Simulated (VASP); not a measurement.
# CdGeAs2 in VASP: single point with PBEsol

Aim: the single point of CdGeAs2 with PBEsol.

All numbers are computed with VASP 6.6.1; they aren't measurements. Logs are shortened: lines on timing, memory, paths and dates and some standing lists are left out, and cuts for length are marked.

## 1. The cell of the first run

The cell holds a disordered packing, 64 atoms: a = 12.130 Å, b = 12.130 Å, c = 11.532 Å, α = 90.00°, β = 90.00°, γ = 90.02°.

## 2. Single point, PBEsol

Input file INCAR:

```
PREC = Accurate
ENCUT = 410
EDIFF = 1E-6
ISMEAR = -1
SIGMA = 0.05
LREAL = Auto
LASPH = True
NELM = 120
ALGO = Normal
ISIF = 2
LWAVE = False
LCHARG = True
GGA = PS
LELF = True
LVHAR = True
NBANDS = 326
GGA_COMPAT = False
```

Input file KPOINTS:

```
regular mesh
0
Gamma
  1 1 1
```

Input file POSCAR:

```
CdGeAs2
1.0
   12.1296690000     -0.0017160000     -0.0003810000
   -0.0017160000     12.1296690000     -0.0003810000
   -0.0003600000     -0.0003600000     11.5322710000
Cd Ge As
16 16 32
Direct
    0.9202060000      0.0194890000      0.9198540000
    0.0903530000      0.4731610000      0.1534640000
    0.4702730000      0.1091390000      0.1250360000
    0.5880130000      0.5407340000      0.0105300000
    0.9548220000      0.2657150000      0.1900500000
    0.1498670000      0.7518560000      0.2135590000
    0.3854630000      0.3061270000      0.3836820000
    0.4560310000      0.7114530000      0.2915960000
    0.2199340000      0.8240150000      0.9805950000
    0.3715560000      0.5475740000      0.8583250000
    0.8248590000      0.9592450000      0.5689100000
    0.8888960000      0.3944900000      0.9369820000
    0.1953720000      0.2527650000      0.1913930000
    0.3731330000      0.7020650000      0.5339360000
    0.7961300000      0.2336450000      0.5675620000
    0.7178140000      0.7851180000      0.4130250000
    0.9985630000      0.8268840000      0.6343560000
    0.9895950000      0.2322910000      0.4293960000
    0.5107440000      0.1322670000      0.7316280000
    0.5736360000      0.4694960000      0.6001460000
    0.0699520000      0.9558660000      0.2444770000
    0.4561600000      0.3552780000      0.1512960000
    0.6275570000      0.1495320000      0.2901160000
    0.7539450000      0.5880970000      0.2324560000
    0.2249090000      0.2171460000      0.9546080000
    0.2398620000      0.6076170000      0.0355280000
    0.6958480000      0.2880270000      0.9328580000
    0.7041280000      0.7653440000      0.9224170000
    0.0034800000      0.2073230000      0.6879200000
    0.0083310000      0.6256590000      0.5600900000
    0.3042520000      0.1803290000      0.7530240000
    0.6168820000      0.9591930000      0.6628320000
    0.9127100000      0.0451110000      0.1514840000
    0.3658450000      0.5444510000      0.1944390000
    0.7360650000      0.2723500000      0.1560290000
    0.6319870000      0.7228300000      0.1251060000
    0.1419130000      0.0553850000      0.7234290000
    0.1827950000      0.6602140000      0.4205640000
    0.6017000000      0.3129480000      0.4500790000
    0.6050550000      0.6427540000      0.7616940000
    0.5046740000      0.3568140000      0.9296500000
    0.2879380000      0.0306440000      0.0249380000
    0.9034620000      0.5633750000      0.0835410000
    0.6059590000      0.9362120000      0.2027990000
    0.2530090000      0.0444520000      0.2356830000
    0.3697470000      0.4952890000      0.6364420000
    0.7773980000      0.9953680000      0.2995320000
    0.8147410000      0.5999710000      0.4674180000
    0.2295380000      0.4796800000      0.3373660000
    0.0104650000      0.0254910000      0.4377180000
    0.6295510000      0.4107720000      0.2527830000
    0.5285590000      0.8844770000      0.3950500000
    0.9145700000      0.5577750000      0.7581930000
    0.0367290000      0.8487010000      0.8457230000
    0.6261050000      0.3002570000      0.7087830000
    0.7140410000      0.9631480000      0.8590310000
    0.2842710000      0.3155360000      0.5927500000
    0.1587770000      0.9414170000      0.5492500000
    0.0907540000      0.3624640000      0.5658920000
    0.7902480000      0.6860550000      0.6627810000
    0.5926650000      0.1132710000      0.9299150000
    0.4881340000      0.7981320000      0.7068930000
    0.0167250000      0.2197440000      0.9081390000
    0.9059630000      0.6971630000      0.9118550000
```

Potentials or basis: VASP PAW PBE potentials, release 64 (Cd, Ge_d, As).

Run with:

```
> cat potpaw_PBE.64/Cd/POTCAR potpaw_PBE.64/Ge_d/POTCAR potpaw_PBE.64/As/POTCAR > POTCAR
> mpirun -np 1 vasp_gam > vasp.out
```

OUTCAR:

```text
PREC = Accurate
   ENCUT = 410
   EDIFF = 1E-6
   ISMEAR = -1
   LREAL = Auto
   LASPH = True
   NELM = 120
   ISIF = 2
   GGA = PS

 ion  position               nearest neighbor table
   1  0.920  0.019  0.920-  54 2.65  56 2.69  33 2.69  63 2.70
   2  0.090  0.473  0.153-  43 2.64  49 2.71  26 2.79  13 2.99   5 3.03   6 3.53  12 3.62
   3  0.470  0.109  0.125-  42 2.67  61 2.70  23 2.74  44 2.81  22 3.01  45 3.03
   4  0.588  0.541  0.011-  41 2.62  36 2.63  40 3.13  10 3.16  22 3.20  28 3.23  51 3.25  24 3.31

   5  0.955  0.266  0.190-  35 2.68  33 2.76  18 2.82  13 2.92   2 3.03  12 3.41
   6  0.150  0.752  0.214-  38 2.66  21 2.68  26 2.91   9 2.95   2 3.53
   7  0.385  0.306  0.384-  57 2.71  39 2.73  22 2.88  49 2.88  13 3.26
   8  0.456  0.711  0.292-  34 2.56  52 2.57  36 2.87  14 2.97  16 3.58
   9  0.220  0.824  0.981-  42 2.69  26 2.71  54 2.73   6 2.95
  10  0.372  0.548  0.858-  46 2.64  26 2.69  41 2.94   4 3.16  40 3.26
  11  0.825  0.959  0.569-  32 2.75  17 2.75  50 2.83  16 3.06  47 3.19  15 3.35
  12  0.889  0.394  0.937-  63 2.65  43 2.66  27 2.67  53 2.88   5 3.41   2 3.62
  13  0.195  0.253  0.191-  45 2.67  25 2.79   5 2.92   2 2.99  49 3.25   7 3.26
  14  0.373  0.702  0.534-  62 2.70  38 2.70  46 2.77   8 2.97  52 3.32
  15  0.796  0.234  0.568-  55 2.75  18 2.84  39 2.89  29 2.89  11 3.35
  16  0.718  0.785  0.413-  52 2.60  48 2.61  47 2.96  11 3.06  24 3.20  60 3.24  44 3.33   8 3.58

  17  0.999  0.827  0.634-  54 2.50  58 2.58  30 2.59  11 2.75
  18  0.990  0.232  0.429-  50 2.52  59 2.54   5 2.82  15 2.84
  19  0.511  0.132  0.732-  55 2.49  61 2.50  31 2.58  32 2.59
  20  0.574  0.469  0.600-  55 2.49  46 2.53  39 2.59  40 2.83
  21  0.070  0.956  0.244-  33 2.44  45 2.47  50 2.49   6 2.68
  22  0.456  0.355  0.151-  51 2.50  34 2.59  41 2.62   7 2.88   3 3.01   4 3.20
  23  0.628  0.150  0.290-  35 2.52  47 2.61  39 2.73   3 2.74  44 2.79
  24  0.754  0.588  0.232-  43 2.52  36 2.53  51 2.64  48 2.81  16 3.20   4 3.31
  25  0.225  0.217  0.955-  42 2.52  31 2.56  63 2.58  13 2.79
  26  0.240  0.608  0.036-  34 2.51  10 2.69   9 2.71   2 2.79   6 2.91
  27  0.696  0.288  0.933-  61 2.46  41 2.46  35 2.63  12 2.67  55 2.72
  28  0.704  0.765  0.922-  56 2.51  36 2.55  64 2.59  40 2.66   4 3.23
  29  0.003  0.207  0.688-  37 2.53  63 2.55  59 2.58  15 2.89
  30  0.008  0.626  0.560-  17 2.59  48 2.60  53 2.68  38 2.69
  31  0.304  0.180  0.753-  57 2.48  37 2.51  25 2.56  19 2.58
  32  0.617  0.959  0.663-  56 2.55  62 2.55  19 2.59  11 2.75
[... 18 lines left out ...]
  51  0.630  0.411  0.253-  35 2.39  22 2.50  39 2.59  24 2.64   4 3.25
  52  0.529  0.884  0.395-  44 2.49   8 2.57  16 2.60  14 3.32
  53  0.915  0.558  0.758-  60 2.43  64 2.45  30 2.68  12 2.88
  54  0.037  0.849  0.846-  17 2.50  64 2.54   1 2.65   9 2.73
  55  0.626  0.300  0.709-  19 2.49  20 2.49  27 2.72  15 2.75
  56  0.714  0.963  0.859-  61 2.48  28 2.51  32 2.55   1 2.69
  57  0.284  0.316  0.593-  59 2.44  46 2.47  31 2.48   7 2.71
  58  0.159  0.941  0.549-  50 2.44  37 2.45  17 2.58
  59  0.091  0.362  0.566-  57 2.44  18 2.54  29 2.58
  60  0.790  0.686  0.663-  53 2.43  48 2.50  40 2.57  16 3.24
  61  0.593  0.113  0.930-  27 2.46  56 2.48  19 2.50   3 2.70
[... 257 lines left out ...]
   ISMEAR =    -1;   SIGMA  =   0.05  broadening in eV -4-tet -1-fermi 0-gaus
   EFERMI_NEDOS =   21; number of points for ismear=-14 and -15
   IALGO  =     38    algorithm
   IMIX   =      4    mixing-type and parameters
     AMIX     =   0.40;   BMIX     =  1.00
     AMIX_MAG =   1.60;   BMIX_MAG =  1.00
  volume/ion in A,a.u.               =      26.51       178.91
  Fermi-wavevector in a.u.,A,eV,Ry     =   1.142031  2.158127 17.745207  1.304236
  Thomas-Fermi vector in A             =   2.278730
   LORBIT       =      0    0 simple, 1 ext, 2 COOP (PROOUT), +10 PAW based schemes
   GGA     = PS    functional components
   LHFCALC =     F    Hartree Fock is set to
   AEXX    =    0.0000 exact exchange contribution
   IVDW    =     0    specifies the selected vdW correction
   LEPSILON=     F    determine dielectric tensor
   LRPA    =     F    only Hartree local field effects (RPA)
 non-spin polarized calculation
  energy-cutoff  :      410.00
  volume of cell :     1696.73
 maximum number of plane-waves:     15984
   NGX = 41   NGY = 41   NGZ = 39

 number of electron     576.0000020 magnetization

 Free energy of the ion-electron system (eV)
  ---------------------------------------------------
  ext. energy  EPLUGINS =         0.00000000
  ---------------------------------------------------
  free energy    TOTEN  =      -251.36175077 eV

  energy without entropy =     -251.34551706  energy(sigma->0) =     -251.35363392

 E-fermi :   2.7987     XC(G=0):  -9.2572

 val. band max:        2.5806324709   @ k =   0.0000   0.0000   0.0000
 cond. band min:       3.0200817366   @ k =   0.0000   0.0000   0.0000
 fundamental gap:      0.4394492657
 Fermi energy:         2.7986518536

 k-point     1 :       0.0000    0.0000    0.0000
  band No.  band energies     occupation
      1     -22.0431      2.00000
      2     -22.0342      2.00000
      3     -22.0315      2.00000
      4     -22.0224      2.00000
      5     -22.0177      2.00000
      6     -22.0114      2.00000
[... 292 lines left out ...]
    299       3.8513      0.00000
    300       4.0061      0.00000
 [bands above 300 left out]

------------------------ aborting loop because EDIFF is reached ----------------------------------------

  FORCE on cell =-STRESS in cart. coord.  units (eV):
  Direction    XX          YY          ZZ          XY          YZ          ZX
  --------------------------------------------------------------------------------------
  -------------------------------------------------------------------------------------
  Total      -13.3680511    -11.4472006     -7.7875182      0.3702346     -3.7482208      3.9691675
  in kB      -12.6230979    -10.8092895     -7.3535479      0.3496027     -3.5393460      3.7479801
  external PRESSURE =     -10.2619784 kB  Pullay stress =       0.0000000 kB

 VOLUME and BASIS-vectors are now :
 -----------------------------------------------------------------------------
  energy-cutoff  :      410.00
  volume of cell :     1696.73
      direct lattice vectors                 reciprocal lattice vectors
    12.129669000 -0.001716000 -0.000381000     0.082442482  0.000011663  0.000002574
    -0.001716000 12.129669000 -0.000381000     0.000011663  0.082442482  0.000002574
    -0.000360000 -0.000360000 11.532271000     0.000002724  0.000002724  0.086713190

 POSITION                                       TOTAL-FORCE (eV/Angst)
 -----------------------------------------------------------------------------------
     11.16143      0.23448     10.60765        -0.001257     -0.002554     -0.003305
      1.09508      5.73908      1.76957         0.002865     -0.007315     -0.002015
      5.70402      1.32297      1.44173        -0.002655      0.012943      0.001911
      7.13147      6.55791      0.12100         0.009613      0.010845     -0.008000
     11.58115      3.22133      2.19124         0.003943      0.008335     -0.005462
      1.81647      9.11943      2.46248        -0.001981     -0.014202     -0.013909
[... 56 lines left out ...]
      0.20216      2.66507     10.47281         0.023521     -0.005681      0.008947
     10.98751      8.45447     10.51515        -0.002682      0.037810      0.024327
 -----------------------------------------------------------------------------------
    total drift:                               -0.018266      0.015092     -0.011811

  FREE ENERGIE OF THE ION-ELECTRON SYSTEM (eV)
  ---------------------------------------------------
  free  energy   TOTEN  =      -251.3617507731 eV

  energy  without entropy=     -251.3455170605  energy(sigma->0) =     -251.35363392
```

Wall time 15 min (1 thread of Oxide Virtual Turin-like, shared host); peak memory 1 GiB.

Results:

* Free energy: -251.3618 eV
* Pressure: -1.0 GPa
* Largest force: 0.085 eV/Å

Forces on the atoms (eV/Å):
```
Cd  -0.001 -0.003 -0.003
Cd   0.003 -0.007 -0.002
Cd  -0.003  0.013  0.002
Cd   0.010  0.011 -0.008
Cd   0.004  0.008 -0.005
Cd  -0.002 -0.014 -0.014
Cd  -0.010 -0.016 -0.003
Cd  -0.007 -0.001 -0.003
Cd   0.005 -0.010 -0.007
Cd   0.007  0.011  0.009
Cd  -0.003  0.005  0.003
Cd  -0.012 -0.002 -0.015
Cd   0.015  0.018 -0.003
Cd   0.000  0.009 -0.003
Cd   0.007 -0.007 -0.005
Cd   0.016  0.015 -0.005
Ge  -0.003 -0.012  0.002
Ge  -0.002 -0.010 -0.003
Ge  -0.019 -0.011 -0.005
Ge   0.020  0.008 -0.001
Ge  -0.017  0.022  0.007
Ge  -0.007 -0.012 -0.005
Ge  -0.001 -0.002  0.020
Ge   0.003  0.003  0.005
Ge   0.007  0.001 -0.016
Ge  -0.005  0.002  0.007
Ge   0.011  0.020 -0.009
Ge  -0.004 -0.001 -0.006
Ge  -0.006 -0.005 -0.010
Ge   0.025  0.003 -0.006
Ge   0.016  0.004  0.018
Ge  -0.018  0.014  0.004
As   0.028  0.002 -0.026
As   0.004 -0.006 -0.043
As   0.025 -0.032 -0.025
As   0.015  0.041  0.017
As  -0.005  0.017  0.053
As  -0.028  0.026  0.026
As   0.015 -0.003  0.013
As   0.007 -0.036  0.014
As  -0.028 -0.041 -0.020
As  -0.010 -0.002 -0.042
As  -0.014  0.018  0.023
As  -0.032 -0.009 -0.071
As   0.009 -0.023  0.049
As   0.007  0.014 -0.016
As   0.024  0.005  0.059
As   0.012 -0.063 -0.033
As  -0.022 -0.055  0.026
As  -0.040  0.028 -0.042
As  -0.021  0.044  0.030
As  -0.043  0.040  0.060
As   0.039 -0.073 -0.014
As   0.017 -0.004  0.000
As  -0.002  0.013 -0.004
As   0.007 -0.020 -0.022
As   0.023 -0.041  0.011
As   0.062 -0.053 -0.024
As  -0.036  0.037 -0.006
As  -0.025  0.061  0.011
As  -0.016 -0.009  0.017
As  -0.022  0.033  0.009
As   0.024 -0.006  0.009
As  -0.003  0.038  0.024
```

Stress tensor (GPa, compression positive):
```
-1.26  0.03  0.37
 0.03 -1.08 -0.35
 0.37 -0.35 -0.74
```

Caveat: the k points lie up to 0.54 Å⁻¹ apart; the PAW data sets were made with another functional, which shifts forces and pressure a little.
